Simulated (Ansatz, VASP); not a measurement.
FePt in VASP and in Ansatz

The input INCAR:

```
SYSTEM = FePt
PREC = Accurate ; ENCUT = 520
EDIFF = 1E-6 ; ISMEAR = -1
SIGMA = 0.05 ; LREAL = .FALSE.
LASPH = .TRUE. ; NELM = 60
ALGO = Normal ; ISIF = 2
LWAVE = .FALSE. ; LCHARG = .FALSE.
GGA = PS ; NBANDS = 16
```

Contents of KPOINTS:

```
Automatic mesh
0
G
  10 10 7
  0 0 0
```

POSCAR

```
FePt
1.0
    2.7235000000      0.0000000000      0.0000000000
    0.0000000000      2.7235000000      0.0000000000
    0.0000000000      0.0000000000      3.7200000000
Pt Fe
1 1
Direct
    0.5000000000      0.5000000000      0.5000000000
    0.0000000000      0.0000000000      0.0000000000
```

Contents of input.yaml:

```yaml
crystal:
  lattice:
    - [2.7235, 0.0, 0.0]
    - [0.0, 2.7235, 0.0]
    - [0.0, 0.0, 3.72]
  atoms:
    - { symbol: Pt, position: [0.5, 0.5, 0.5] }
    - { symbol: Fe, position: [0.0, 0.0, 0.0] }
kpoints:
  mp_grid: { grid: [10, 10, 7] }
scf:
  occupations: { method: fermi_dirac, width: 0.05 }
hamiltonian:
  xc: pbesol
  pseudopotentials: { kind: all_electron, lapw: { basis_error: 0.001 } }
output:
  forces: true
  stress: true
  eigenvalues: true
```

Alike in both runs: task single point; functional PBEsol; k mesh 10 × 10 × 7; occupations fermi-dirac, width 0.05 eV; no spin polarisation.

|  | VASP | Ansatz |
| --- | --- | --- |
| version | VASP 6.6.1 | Ansatz 0.2.0 |
| potentials or method | VASP PAW PBE potentials, release 64 (Pt, Fe), cutoff 520 eV | all-electron LAPW, scalar-relativistic |

|  | VASP | Ansatz | Ansatz less VASP |
| --- | --- | --- | --- |
| gap on the k mesh at the Fermi level (eV) | none | none | - |
| pressure (GPa) | -22.6 | -22.5 | +0.16 |
| traceless stress, the component that is largest in VASP (GPa) | 2.63 | 2.66 | +0.029 |

VASP's potentials were made for PBE, not for PBEsol. A gap of «none» marks a metal or a gap that the smearing closes. Ansatz ran all-electron here, and VASP with PAW potentials.

Neither program's run includes spin-orbit coupling.
